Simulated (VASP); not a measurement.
Set up this calculation in VASP 6.6.1, as the native input.

```yaml
Task: single point
Functional: PBEsol
Potentials_or_basis: VASP PAW PBE potentials, release 64 (Mn_pv, O)
Cutoff: 600 eV
k_mesh: 7 × 7 × 7
Occupations: gaussian, width 0.05 eV
Spin: no spin polarisation
Hubbard_terms: Mn d U = 8.0 eV
Dipole_correction: no
Further_INCAR_settings: ALGO = Normal; EDIFF = 1e-06; NBANDS = 27
```

The structure of MnO lies in POSCAR:

```
MnO
1.0
    0.0000000000      2.2220003300      2.2220003300
    4.4440006600      2.2220003300      2.2220003300
    4.4440006600      4.4440006600      0.0000000000
Mn O
2 2
Direct
    0.0000000000      0.0000000000      0.0000000000
    0.0000000000      0.0000000000      0.5000000000
    0.5000000000      0.5000000000      0.0000000000
    0.5000000000      0.5000000000      0.5000000000
```

These files were run (other wordings do the same):

INCAR

```
PREC = Accurate
ENCUT = 600
EDIFF = 1E-6
ISMEAR = 0
SIGMA = 0.05
LREAL = F
LASPH = T
NELM = 200
ALGO = Normal
ISIF = 2
LWAVE = F
LCHARG = T
LMAXMIX = 4
LDAU = T
LDAUTYPE = 2
LDAUL = 2 -1
LDAUU = 8 0
LDAUJ = 0 0
LDAUPRINT = 1
GGA = PS
LELF = T
LVHAR = T
NBANDS = 27
GGA_COMPAT = F
```

KPOINTS

```
regular mesh
0
Gamma
  7 7 7
```

Potentials or basis: VASP PAW PBE potentials, release 64 (Mn_pv, O).

Command:

```console
$ cat potpaw_PBE.64/Mn_pv/POTCAR potpaw_PBE.64/O/POTCAR > POTCAR
$ mpirun -np 1 vasp_std > vasp.out
```

Results of the run:

```
Pressure               : -26.8 GPa
Band gap on the k mesh : zero (bands 19 and 20 overlap by 0.18 eV)
```

Caveat: the cell stands under tension; the PAW data sets were made with another functional, which shifts forces and pressure a little; the run has no spin polarisation, though such a crystal can be magnetic; U without spin polarisation on a metal has little footing.

Wall time 4.3 min on 1 thread of Intel Xeon 8259CL (shared host), peak memory 0.26 GiB.
